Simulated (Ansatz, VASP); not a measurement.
# One calculation of Bi, two programs

```xyz
1
Lattice="-1.9602 1.9602 1.9602 1.9602 -1.9602 1.9602 1.9602 1.9602 -1.9602" Properties=species:S:1:pos:R:3 pbc="T T T"
Bi    0.0000    0.0000    0.0000
```

Alike in both runs: task single point; functional r2SCAN; k mesh 16 × 16 × 16; occupations gaussian, width 0.1 eV; no spin polarisation.

|  | VASP | Ansatz |
| --- | --- | --- |
| version | VASP 6.6.1 | Ansatz 0.2.0 |
| potentials or method | VASP PAW PBE potentials, release 64 (Bi_d), cutoff 520 eV | scalar-relativistic, plane waves, PAW |
| valence electrons in the cell | 15 | 15 |

```tsv
	VASP	Ansatz	Ansatz less VASP
gap on the k mesh at the Fermi level (eV)	none	none	-
pressure (GPa)	1.8	1.8	+0.02
```

VASP's potentials were made for PBE, not for r2SCAN. A gap of «none» marks a metal or a gap that the smearing closes.

Spin-orbit coupling is off throughout.
